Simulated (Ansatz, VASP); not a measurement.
Cu: VASP beside Ansatz

Contents of INCAR:

```
SYSTEM = Cu
  PREC = Accurate
  ENCUT = 520
  EDIFF = 1E-6
  ISMEAR = 0
  SIGMA = 0.15
  LREAL = .FALSE.
  LASPH = .TRUE.
  NELM = 60
  ALGO = Normal
  ISIF = 2
  LWAVE = .FALSE.
  LCHARG = .TRUE.
  GGA = CA
  LELF = .TRUE.
  LVHAR = .TRUE.
  NBANDS = 12
```

Contents of KPOINTS:

```
regular mesh
0
G
  24 24 24
  0 0 0
```

The input POSCAR:

```
Cu
1.0
   -1.4124023057      1.4124023057      1.2875459418
    1.4124023057     -1.4124023057      1.2875459418
    1.4124023057      1.4124023057     -1.2875459418
Cu
1
Direct
    0.0000000000      0.0000000000      0.0000000000
```

Input for Ansatz:

```yaml
crystal:
  lattice:
    - [-1.4124023057, 1.4124023057, 1.2875459418]
    - [1.4124023057, -1.4124023057, 1.2875459418]
    - [1.4124023057, 1.4124023057, -1.2875459418]
  atoms:
    - { symbol: Cu, position: [0.0, 0.0, 0.0] }
basis:
  ecutwfc: 520.0
kpoints:
  mp_grid: { grid: [24, 24, 24] }
hamiltonian:
  xc: lda
  pseudopotentials: { kind: paw, azcp: { folder: soft_1 } }
scf:
  occupations: { method: gaussian, width: 0.15 }
output:
  forces: true
  stress: true
  eigenvalues: true
  write_density: true
  write_potential: true
  elf: true
  volumetric_format: npy
```

Alike in both runs: task single point; functional LDA; k mesh 24 × 24 × 24; occupations gaussian, width 0.15 eV; no spin polarisation.

|  | VASP | Ansatz |
| --- | --- | --- |
| version | VASP 6.6.1 | Ansatz 0.2.0 |
| potentials or method | VASP PAW LDA potentials, release 64 (Cu), cutoff 520 eV | scalar-relativistic, plane waves, PAW |
| valence electrons in the cell | 11 | 19 |

Ansatz gave:

```
gap on the k mesh at the Fermi level (eV)                     : none
pressure (GPa)                                                : 13.6
traceless stress, the component that is largest in VASP (GPa) : 0.95
```

Q: Estimate VASP's values.

A: gap on the k mesh at the Fermi level (eV): none; pressure (GPa): 14.5; traceless stress, the component that is largest in VASP (GPa): 1.00.

Ansatz warns that its potentials were made for another functional, while VASP's fit it. LDA's correlation is that of Perdew and Zunger in VASP and of Perdew and Wang (1992) in Ansatz. A gap of «none» marks a metal or a gap that the smearing closes. VASP's potentials hold 11 valence electrons a cell and Ansatz's 19, so a difference there can come from the potentials and not from the codes.
